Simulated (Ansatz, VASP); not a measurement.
**Two plane-wave programs on Hf4N**

```
CELL_PARAMETERS angstrom
6.34235 0.00000 0.00000
0.00000 5.01676 0.00000
0.00000 0.00000 22.16652
ATOMIC_POSITIONS crystal
Hf 0.00000 0.75000 0.18045
Hf 0.50000 0.75000 0.18045
Hf 0.25000 0.25000 0.22175
Hf 0.75000 0.25000 0.22175
Hf 0.25000 0.75000 0.29648
Hf 0.75000 0.75000 0.29648
Hf 0.00000 0.25000 0.33684
Hf 0.50000 0.25000 0.33684
N 0.25000 0.75000 0.47218
N 0.25000 0.75000 0.52180
```

Alike in both runs: task single point; functional PBE; dispersion D3(BJ); k mesh 4 × 6 × 1; occupations gaussian, width 0.1 eV; no spin polarisation.

```csv
,VASP,Ansatz
version,VASP 6.6.1,Ansatz 0.2.0
potentials or method,"VASP PAW PBE potentials, release 64 (Hf_pv, N), cutoff 520 eV","scalar-relativistic, plane waves, PAW"
valence electrons in the cell,90,218
```

Ansatz gave:

```
gap on the k mesh at the Fermi level (eV)  : none
rms of the force components (eV/Å)         : 0.153
work function, face that differs most (eV) : 3.93
```

Problem. Which values does VASP return?

Solution. gap on the k mesh at the Fermi level (eV): none; rms of the force components (eV/Å): 0.611; work function, face that differs most (eV): 3.94.

Atom by atom the forces differ by 0.464 eV/Å (rms over components). A gap of «none» marks a metal or a gap that the smearing closes. One of these differences is far larger than is usual between the two programs; its cause wasn't traced. VASP's potentials hold 90 valence electrons a cell and Ansatz's 218, so a difference there can come from the potentials and not from the codes.

Spin-orbit coupling is off throughout. Noted on VASP's run: the standard files for N, O and F lose accuracy on very short bonds.
